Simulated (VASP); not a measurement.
A run of VASP 6.6.1 is set up as follows.

Contents of INCAR:

```
SYSTEM = Li3H2
PREC = Accurate
ENCUT = 520
EDIFF = 1E-6
ISMEAR = 0
SIGMA = 0.2
LREAL = .False.
LASPH = .True.
NELM = 80
ALGO = Normal
ISIF = 2
LWAVE = .False.
LCHARG = .False.
GGA = PE
NBANDS = 22
```

KPOINTS

```
Automatic mesh
0
Gamma
  6 6 2
  0 0 0
```

File POSCAR:

```
Li3H2
1.0
    5.5793515230     -1.3449975180     -0.7959448960
    5.5793515230      1.3449975180     -0.7959448960
   -3.1928028209      0.0000000000      7.9593313126
Li H
6 4
Direct
    0.8648331906      0.8648331906      0.5241750003
    0.1351668094      0.1351668094      0.4758249997
    0.6389933627      0.6389933627      0.1965074184
    0.3610066373      0.3610066373      0.8034925816
    0.8943671110      0.8943671110      0.1614437835
    0.1056328890      0.1056328890      0.8385562165
    0.5164324605      0.5164324605      0.3030280702
    0.4835675395      0.4835675395      0.6969719298
    0.2465911863      0.2465911863      0.3564063642
    0.7534088137      0.7534088137      0.6435936358
```

Potentials or basis: VASP PAW PBE potentials, release 64 (Li_sv, H).

Launch:

```console
$ cat potpaw_PBE.64/Li_sv/POTCAR potpaw_PBE.64/H/POTCAR > POTCAR
$ mpirun -np 1 vasp_std > vasp.out
```

(1) Predict the largest force.

(2) Predict the band gap on the k mesh.

## Answers

(1) 0.019 eV/Å.

(2) zero (band 11 reaches 3.02 eV, above the bottom of band 12 at 0.19 eV).

Caveat: the k points lie up to 0.42 Å⁻¹ apart.
